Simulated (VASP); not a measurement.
Set up this calculation in VASP 6.6.1, as the native input.

```
Task                   : single point
Functional             : PBE
Potentials or basis    : VASP PAW PBE potentials, release 64 (C, O)
Cutoff                 : 520 eV
k mesh                 : 14 × 14 × 10
Occupations            : gaussian, width 0.1 eV
Spin                   : no spin polarisation
Dipole correction      : no
Further INCAR settings : ALGO = Normal; EDIFF = 1e-06; NBANDS = 18
```

The structure of CO lies in POSCAR:

```
CO
1.0
    3.2123875381      0.0000000000      0.0000000000
    0.0000000000      3.2123875381      0.0000000000
    0.0000000000      0.0000000000      4.0591309925
C O
2 2
Direct
    0.0000000000      0.5000000000      0.2351000000
    0.5000000000      0.0000000000      0.7649000000
    0.0000000000      0.0000000000      0.0000000000
    0.5000000000      0.5000000000      0.0000000000
```

This cell differs from its parent crystal: Pb replaced by C, lengths x 0.802, strained.

These files were run (other wordings do the same):

INCAR

```
SYSTEM = CO
  PREC = Accurate
  ENCUT = 520
  EDIFF = 1E-6
  ISMEAR = 0
  SIGMA = 0.1
  LREAL = .False.
  LASPH = .True.
  NELM = 80
  ALGO = Normal
  ISIF = 2
  LWAVE = .False.
  LCHARG = .True.
  GGA = PE
  LELF = .True.
  LVHAR = .True.
  NBANDS = 18
```

KPOINTS

```
regular mesh
0
Gamma
  14 14 10
  0 0 0
```

Potentials or basis: VASP PAW PBE potentials, release 64 (C, O).

The run is started by

```bash
$ cat potpaw_PBE.64/C/POTCAR potpaw_PBE.64/O/POTCAR > POTCAR
$ mpirun -np 1 vasp_std > vasp.out
```

Results of the run:

```yaml
Pressure: -14.3 GPa
Largest_force: 2.564 eV/Å
Band_gap_on_the_k_mesh: zero (band 10 reaches 1.80 eV, above the bottom of band 11 at 1.66 eV)
```

Caveat: the cell differs from its parent crystal (Pb replaced by C, lengths x 0.802, strained); forces of over 1 eV/Å act on the atoms, so gaps and moduli don't describe the material at rest.

Run time: 34 s on 1 thread of Intel(R) Xeon(R) 6975P-C (Granite Rapids), on a shared host, peak memory 0.24 GiB.
